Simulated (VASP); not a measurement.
Write the native input for VASP 6.6.1 that does the following.

```yaml
Task: single point
Functional: PBE
Dispersion: D3(BJ)
Potentials_or_basis: VASP PAW PBE potentials, release 64 (Pb_d, O)
Cutoff: 520 eV
k_mesh: 8 × 8 × 12
Occupations: gaussian, width 0.1 eV
Spin: no spin polarisation
Dipole_correction: no
Further_INCAR_settings: ALGO = Normal; EDIFF = 1e-06; NBANDS = 35
```

The structure of PbO2 lies in POSCAR:

```
PbO2
1.0
    5.0302459225      0.0000000000      0.0000000000
    0.0000000000      5.0302459225      0.0000000000
    0.0000000000      0.0000000000      3.4406406393
Pb O
2 4
Direct
    0.0000000000      0.0000000000      0.0000000000
    0.5000000000      0.5000000000      0.5000000000
    0.3074942376      0.3074942376      0.0000000000
    0.1925057624      0.8074942376      0.5000000000
    0.8074942376      0.1925057624      0.5000000000
    0.6925057624      0.6925057624      0.0000000000
```

These files were run (other wordings do the same):

INCAR

```
SYSTEM = PbO2
PREC = Accurate ; ENCUT = 520
EDIFF = 1E-6 ; ISMEAR = 0
SIGMA = 0.1 ; LREAL = .FALSE.
LASPH = .TRUE. ; NELM = 100
ALGO = Normal ; ISIF = 2
LWAVE = .FALSE. ; LCHARG = .FALSE.
GGA = PE ; IVDW = 12
NBANDS = 35
```

KPOINTS

```
Automatic mesh
0
G
  8 8 12
  0 0 0
```

Potentials or basis: VASP PAW PBE potentials, release 64 (Pb_d, O).

Run with:

```bash
$ cat potpaw_PBE.64/Pb_d/POTCAR potpaw_PBE.64/O/POTCAR > POTCAR
$ mpirun -np 1 vasp_std > vasp.out
```

It gave:

| Quantity | Value |
| --- | --- |
| Pressure | 0.2 GPa |
| Largest force | 0.009 eV/Å |
| Band gap on the k mesh | 0.05 eV, indirect (least direct gap 0.07 eV) |
| Dispersion energy per atom | -0.207 eV |

Caveat: spin-orbit coupling is left out, which moves the levels of the heavy elements.

Wall time 7.4 min on 1 thread of AMD EPYC 7R13 Processor (Zen 3), with other jobs on the host, peak memory 0.35 GiB.
